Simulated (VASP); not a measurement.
Crystal: MgO.

```
Mg O
1.0
     0.00000    2.02342    1.96362
     2.02342    0.00000    1.96362
     2.02342    2.02342    0.00000
Mg O
1 1
Direct
  0.00000 0.00000 0.00000
  0.50000 0.50000 0.50000
```

| Quantity | Value |
| --- | --- |
| Program | VASP 6.6.1 |
| Task | relaxation of cell and atoms |
| Functional | PBE |
| Potentials or basis | VASP PAW PBE potentials, release 64 (Mg, O) |
| Cutoff | 600 eV |
| k mesh | 6 × 6 × 6 |
| Occupations | gaussian, width 0.01 eV |
| Spin | no spin polarisation |

At the start: pressure 38.4 GPa; volume 8.04 Å³/atom.

Task: How do energy, volume and symmetry change on relaxing?

Result: Over 7 steps the energy falls by 163.0 meV/atom and the volume is 9.57 Å³/atom (+19.0 %); space group Fm-3m (No. 225, to 0.05 Å).

The path:
```
step  energy change (eV)  largest force (eV/Å)  pressure (GPa)  volume (Å³)
   1              0.0000                0.0000           38.38        16.08
   2             -0.2544                0.0000          -11.59        20.98
   3             -0.3254                0.0000            0.05        19.14
   4             -0.3253                0.0000           -0.47        19.21
   5             -0.3259                0.0000           -0.33        19.19
   6             -0.3260                0.0000           -0.19        19.17
   7             -0.3260                0.0000            0.06        19.14
```

Final structure:
```xyz
2
Lattice="0.0000 2.1230 2.1230 2.1230 0.0000 2.1230 2.1230 2.1230 0.0000" Properties=species:S:1:pos:R:3 pbc="T T T"
Mg    0.0000    0.0000    0.0000
O     2.1230    2.1230    2.1230
```

Caveat: the k points lie up to 0.43 Å⁻¹ apart in the final cell; the volume moved by over 15 % at a fixed basis, so the end points are rough.
